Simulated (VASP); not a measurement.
Crystal: ZnS (Wurtzite-2H).

```
Zn S
1.0
     3.73320    0.00000    0.00000
    -1.86660    3.23305    0.00000
     0.00000    0.00000    6.10674
Zn S
2 2
Direct
  0.66667 0.33333 0.50000
  0.33333 0.66667 0.00000
  0.66667 0.33333 0.88500
  0.33333 0.66667 0.38500
```

Base run:

```yaml
Program: VASP 6.6.1
Functional: BLYP
Dispersion: D3(BJ)
Potentials_or_basis: VASP PAW PBE potentials, release 64 (Zn, S)
Cutoff: 520 eV
k_mesh: 8 × 8 × 5
Occupations: fermi-dirac, width 0.05 eV
Spin: no spin polarisation
```

Its results: band gap on the k mesh 2.58 eV, direct; pressure 5.5 GPa; largest force 0.434 eV/Å.

The run is repeated on the same cell with these changes: functional from BLYP to PBEsol; dispersion from D3(BJ) to none. What comes out?

Band gap on the k mesh 2.41 eV, direct; pressure 4.1 GPa; largest force 0.388 eV/Å.

Several settings changed at once, so the effect can't be laid on one alone.

Caveats: the PAW data sets were made with another functional, which shifts forces and pressure a little.

